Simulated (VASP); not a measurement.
Set up this calculation in VASP 6.6.1, as the native input.

- Task: single point
- Functional: r2SCAN
- Potentials or basis: VASP PAW PBE potentials, release 64 (Bi_d, Se)
- Cutoff: 520 eV
- k mesh: 6 × 6 × 6
- Occupations: methfessel-paxton, width 0.1 eV
- Spin: no spin polarisation
- Dipole correction: no
- Further INCAR settings: ALGO = Normal; EDIFF = 1e-07; NBANDS = 32

The system is Bi2Se3.

```
CELL_PARAMETERS angstrom
2.07150 1.19598 9.54533
-2.07150 1.19598 9.54533
0.00000 -2.39196 9.54533
ATOMIC_POSITIONS crystal
Bi 0.59920 0.59920 0.59920
Bi 0.40080 0.40080 0.40080
Se 0.78830 0.78830 0.78830
Se 0.21170 0.21170 0.21170
Se 0.00000 0.00000 0.00000
```

One way to write it, as run:

POSCAR

```
Bi2Se3
1.0
    2.0715000000      1.1959810826      9.5453333333
   -2.0715000000      1.1959810826      9.5453333333
    0.0000000000     -2.3919621653      9.5453333333
Bi Se
2 3
Direct
    0.5992000000      0.5992000000      0.5992000000
    0.4008000000      0.4008000000      0.4008000000
    0.7883000000      0.7883000000      0.7883000000
    0.2117000000      0.2117000000      0.2117000000
    0.0000000000      0.0000000000      0.0000000000
```

INCAR.step1

```
  ALGO = Normal
  EDIFF = 1E-4
  ENCUT = 520
  GGA = PE
  ISMEAR = 1
  LASPH = T
  LCHARG = F
  LREAL = F
  LWAVE = T
  NBANDS = 32
  NELM = 80
  PREC = Accurate
  SIGMA = 0.1
```

INCAR.step2

```
  ALGO = Normal
  EDIFF = 1E-7
  ENCUT = 520
  ISIF = 2
  ISMEAR = 1
  ISTART = 1
  LASPH = T
  LCHARG = F
  LMIXTAU = T
  LREAL = F
  LWAVE = F
  METAGGA = R2SCAN
  NBANDS = 32
  NELM = 80
  PREC = Accurate
  SIGMA = 0.1
```

KPOINTS

```
k-points
0
Gamma
  6 6 6
```

Potentials or basis: VASP PAW PBE potentials, release 64 (Bi_d, Se).

Command:

```sh
$ cat potpaw_PBE.64/Bi_d/POTCAR potpaw_PBE.64/Se/POTCAR > POTCAR
$ cp INCAR.step1 INCAR
$ mpirun -np 1 vasp_std > vasp.out
$ cp INCAR.step2 INCAR
$ mpirun -np 1 vasp_std > vasp.out
```

Results of the run:

```
Pressure               : 1.4 GPa
Largest force          : 0.063 eV/Å
Band gap on the k mesh : 0.49 eV
```

Caveat: the PAW data sets were made with another functional, which shifts forces and pressure a little; spin-orbit coupling is left out, which moves the levels of the heavy elements.

It took 65 min on 1 thread of Intel(R) Xeon(R) Platinum 8259CL CPU @ 2.50GHz (Skylake/Cascade Lake) (shared host), peak memory 1.1 GiB.
